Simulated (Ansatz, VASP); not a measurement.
# One calculation of GaAs, two programs

```
CELL_PARAMETERS angstrom
0.00000 2.83309 2.83309
2.83309 0.00000 2.83309
2.83309 2.83309 0.00000
ATOMIC_POSITIONS crystal
Ga 0.00000 0.00000 0.00000
As 0.25000 0.25000 0.25000
```

Alike in both runs: task single point; functional PBE; k mesh 6 × 6 × 6; occupations methfessel-paxton of order 1, width 0.5 eV; no spin polarisation.

|  | VASP | Ansatz |
| --- | --- | --- |
| version | VASP 6.6.1 | Ansatz 0.2.0 |
| potentials or method | VASP PAW PBE potentials, release 64 (Ga_d, As) | plane waves |
| plane-wave cutoff (eV) | 520 | 420 |
| valence electrons in the cell | 18 | 28 |

VASP gave:

* pressure (GPa): 2.9

Q: Estimate Ansatz's values.

A: Pressure (GPa): 2.7.

The functional is the same, so the differences come from potentials, cutoffs and numerics. VASP's potentials hold 18 valence electrons a cell and Ansatz's 28, so a difference there can come from the potentials and not from the codes.
